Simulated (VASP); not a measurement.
Crystal: GaCuSe2.

```
Ga Cu Se
1.0
     3.77442    0.00000    0.00000
     0.00000    3.77442    0.00000
     0.00000    0.00000    5.26589
Ga Cu Se
1 1 2
Direct
  0.50000 0.50000 0.50000
  0.00000 0.00000 0.00000
  0.00000 0.00000 0.50000
  0.50000 0.50000 0.00000
```

Base run:

```yaml
Program: VASP 6.6.1
Functional: BLYP
Potentials_or_basis: VASP PAW PBE potentials, release 64 (Ga_d, Cu, Se)
Cutoff: 520 eV
k_mesh: 6 × 6 × 4
Occupations: fermi-dirac, width 0.05 eV
Spin: no spin polarisation
```

Its results: band gap on the k mesh zero (bands 18 and 19 overlap by 2.67 eV); pressure 6.2 GPa.

Question: The run is repeated on the same cell with these changes: functional from BLYP to LDA; potentials or basis from VASP PAW PBE potentials, release 64 (Ga_d, Cu, Se) to VASP PAW LDA potentials, release 64 (Ga_d, Cu, Se). What comes out?

Answer: Band gap on the k mesh zero (bands 18 and 19 overlap by 2.71 eV); pressure -6.3 GPa.

Caveats: the cell stands under pressure (at least some runs); the PAW data sets were made with another functional, which shifts forces and pressure a little (at least some runs); the cell stands under tension (at least some runs).
